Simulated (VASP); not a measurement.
Here is a VASP 6.6.1 calculation.

INCAR

```
ALGO = Normal
EDIFF = 1E-6
ENCUT = 520
GGA = PE
ISIF = 2
ISMEAR = 0
LASPH = T
LCHARG = F
LREAL = F
LWAVE = F
NBANDS = 12
NELM = 80
PREC = Accurate
SIGMA = 0.15
```

The input KPOINTS:

```
k-points
0
Gamma
  18 18 18
```

File POSCAR:

```
Cd
1.0
    0.0000000000      2.2541534960      2.2541534960
    2.2241732545      0.0000000000      2.2541534960
    2.2241732545      2.2541534960      0.0000000000
Cd
1
Direct
    0.0000000000      0.0000000000      0.0000000000
```

Potentials or basis: VASP PAW PBE potentials, release 64 (Cd).

Launch:

```console
$ cat potpaw_PBE.64/Cd/POTCAR > POTCAR
$ mpirun -np 1 vasp_std > vasp.out
```

(1) Estimate the band gap on the k mesh.

(2) Predict the pressure.

Results:

(1) zero (bands 6 and 7 overlap by 3.01 eV).

(2) 0.7 GPa.

Caveat: the cell differs from its parent crystal (normal strain along x -0.0133, normal strain along y +0.0000).
